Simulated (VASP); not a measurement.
Crystal: SiO3.

```xyz
4
Lattice="3.6090 0.0000 0.0000 0.0000 3.6090 0.0000 0.0000 0.0000 3.6090" Properties=species:S:1:pos:R:3 pbc="T T T"
Si    1.8045    1.8045    1.8045
O     0.0000    1.8045    1.8045
O     1.8045    0.0000    1.8045
O     1.8045    1.8045    0.0000
```

The cell was generated, and may not be a known phase.

```yaml
Program: VASP 6.6.1
Task: relaxation of cell and atoms
Functional: PBE
Potentials_or_basis: VASP PAW PBE potentials, release 64 (Si, O)
Cutoff: 600 eV
k_mesh: 5 × 5 × 5
Occupations: gaussian, width 0.2 eV
Spin: no spin polarisation
```

At the start: pressure -18.0 GPa; volume 11.75 Å³/atom.

**Question.** Where does the relaxation end?

**Answer.** Over 3 steps the energy falls by 80.2 meV/atom and the volume is 10.48 Å³/atom (-10.9 %); space group Pm-3m (No. 221, to 0.1 Å) before and after.

The path:
```csv
step,energy change (eV),largest force (eV/Å),pressure (GPa),volume (Å³)
1,0.0000,0.0000,-17.99,47.01
2,-0.1365,0.0000,19.38,38.59
3,-0.3207,0.0000,-0.19,41.90
```

Final structure:
```xyz
4
Lattice="3.4734 0.0000 0.0000 0.0000 3.4734 0.0000 0.0000 0.0000 3.4734" Properties=species:S:1:pos:R:3 pbc="T T T"
Si    1.7367    1.7367    1.7367
O     0.0000    1.7367    1.7367
O     1.7367    0.0000    1.7367
O     1.7367    1.7367    0.0000
```
